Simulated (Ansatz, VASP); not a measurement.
## One calculation of Ti, two programs

File INCAR:

```
SYSTEM = Ti
PREC = Accurate
ENCUT = 520
EDIFF = 1E-6
ISMEAR = 0
SIGMA = 0.1
LREAL = .FALSE.
LASPH = .TRUE.
NELM = 100
ALGO = Normal
ISIF = 2
LWAVE = .FALSE.
LCHARG = .FALSE.
GGA = CA
NBANDS = 12
```

KPOINTS

```
regular mesh
0
G
  8 8 8
  0 0 0
```

Contents of POSCAR:

```
Ti
1.0
   -1.6410000000      1.6410000000      1.6410000000
    1.6410000000     -1.6410000000      1.6410000000
    1.6410000000      1.6410000000     -1.6410000000
Ti
1
Direct
    0.0000000000      0.0000000000      0.0000000000
```

Input for Ansatz:

```yaml
crystal:
  lattice:
    - [-1.641, 1.641, 1.641]
    - [1.641, -1.641, 1.641]
    - [1.641, 1.641, -1.641]
  atoms:
    - { symbol: Ti, position: [0.0, 0.0, 0.0] }
basis:
  ecutwfc: 470.0
kpoints:
  mp_grid:
    grid: [8, 8, 8]
hamiltonian:
  xc: lda
scf:
  occupations:
    method: gaussian
output:
  forces: true
  stress: true
```

Alike in both runs: task single point; functional LDA; k mesh 8 × 8 × 8; no spin polarisation.

|  | VASP | Ansatz |
| --- | --- | --- |
| version | VASP 6.6.1 | Ansatz 0.2.0 |
| potentials or method | VASP PAW LDA potentials, release 64 (Ti_sv), cutoff 520 eV | plane waves, PAW |
| occupations | gaussian, width 0.1 eV | gaussian |
| valence electrons in the cell | 12 | 12 |

```csv
,VASP,Ansatz,Ansatz less VASP
pressure (GPa),-11.0,-10.9,+0.03
```

LDA's correlation is that of Perdew and Zunger in VASP and of Perdew and Wang (1992) in Ansatz.
